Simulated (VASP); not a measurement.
Runs of VASP 6.6.1 on Ge. The structure is that of space group P6_3/mmc (No. 194), or close to it. The cells are those of the table. This isn't the form of Ge at room conditions, which is diamond.

| task | cell | k mesh | cutoff (eV) | gap on the mesh (eV) | pressure (GPa) |
| --- | --- | --- | --- | --- | --- |
| single point | a = 2.960, b = 2.960, c = 9.707 Å, angles 90.0, 90.0, 120.0°, 4 atoms | 13 × 13 × 4 | 520 | none | 5.8 |
| single point | a = 2.917, b = 2.917, c = 9.564 Å, angles 90.0, 90.0, 120.0°, 4 atoms | 13 × 13 × 4 | 520 | none | (a) |
| relaxation of cell and atoms | relaxed from a = 3.008, b = 3.008, c = 9.823 Å, angles 90.0, 90.0, 120.0°, 4 atoms | 12 × 12 × 4 | 600 | none | 0.0 |
| single point | a = 3.003, b = 3.003, c = 9.846 Å, angles 90.0, 90.0, 120.0°, 4 atoms | 13 × 13 × 4 | 520 | none | 2.4 |
| single point | a = 3.044, b = 3.044, c = 9.980 Å, angles 90.0, 90.0, 120.0°, 4 atoms | 13 × 13 × 4 | 520 | none | -0.2 |

Alike in all rows: level RPBE; potentials or basis VASP PAW PBE potentials, release 64 (Ge_d); no spin polarisation; smearing fermi-dirac 0.1 eV.

Q: Estimate the missing entries.

A: (a) 9.8.

Caveats: the PAW data sets were made with another functional, which shifts forces and pressure a little; the cell stands under pressure (at least some runs).

A k mesh can miss the band edges, and the runs leave out spin-orbit coupling on Ge.

A gap of «none» marks levels without a gap at the run's occupations.
